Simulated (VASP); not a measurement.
**B2P: single point with PBE**

The system is B2P.

```xyz
6
Lattice="0.2172 0.1801 3.1536 4.0420 -0.5283 0.2830 -0.6531 4.7760 0.2917" Properties=species:S:1:pos:R:3 pbc="T T T"
B    -0.2563    1.3901   -0.4483
B     2.7111    2.2518    0.6418
B     3.0848    0.7043    1.5472
B     1.1086    4.3883    1.9590
P     4.5442   -0.9208    0.4349
P     1.6480    2.5474    2.3157
```

| Quantity | Value |
| --- | --- |
| Program | VASP 6.6.1 |
| Task | single point |
| Functional | PBE |
| Potentials or basis | VASP PAW PBE potentials, release 64 (B, P) |
| Cutoff | 520 eV |
| k mesh | 8 × 6 × 6 |
| Occupations | gaussian, width 0.1 eV |
| Spin | no spin polarisation |
| Dipole correction | no |
| Further INCAR settings | ALGO = Normal; EDIFF = 1e-06; NBANDS = 20 |

| Property | Result |
| --- | --- |
| Pressure | -0.2 GPa |
| Largest force | 0.015 eV/Å |
| Band gap on the k mesh | zero (band 11 reaches 7.65 eV, above the bottom of band 12 at 7.49 eV) |

Forces in eV/Å, atoms in the order of the input:
```
B    0.006 -0.005 -0.002
B   -0.012  0.009  0.000
B    0.002 -0.001  0.005
B   -0.010 -0.005  0.000
P    0.004 -0.002 -0.006
P    0.009  0.004  0.002
```

Levels at points of the mesh, in eV from the Fermi level:
```
           k point  band 7  band 8  band 9  band 10  band 11  band 12  band 13  band 14  band 15  band 16
(0.00, 0.00, 0.00)   -5.09   -3.47   -2.75    -0.92    -0.47     2.53     3.22     3.73     3.95     6.03
(0.50, 0.00, 0.00)   -4.78   -4.27   -3.93    -3.54    -2.55    -0.18     1.10     1.33     4.08     5.38
(0.00, 0.50, 0.00)   -3.32   -2.59   -1.98    -0.71    -0.47     2.25     2.80     4.11     4.28     5.16
(0.50, 0.50, 0.00)   -6.14   -5.63   -4.17    -3.30    -2.47     3.12     3.88     4.15     4.99     6.50
(0.00, 0.00, 0.50)   -3.90   -3.69   -2.33    -1.71    -0.87     0.80     1.72     2.27     4.14     5.06
(0.50, 0.00, 0.50)   -4.94   -3.99   -3.61    -2.41    -1.91     0.70     1.87     2.51     4.33     4.96
(0.00, 0.50, 0.50)   -2.89   -2.44   -2.28    -1.27    -0.93     2.22     2.96     3.10     4.49     5.32
(0.50, 0.50, 0.50)   -6.05   -5.43   -2.58    -1.65    -0.67     0.37     2.54     5.11     5.46     6.32
```

Run time: 63 s on 1 thread of AMD EPYC 9R45 96-Core Processor (Zen 5), with other jobs on the host, peak memory 0.23 GiB.
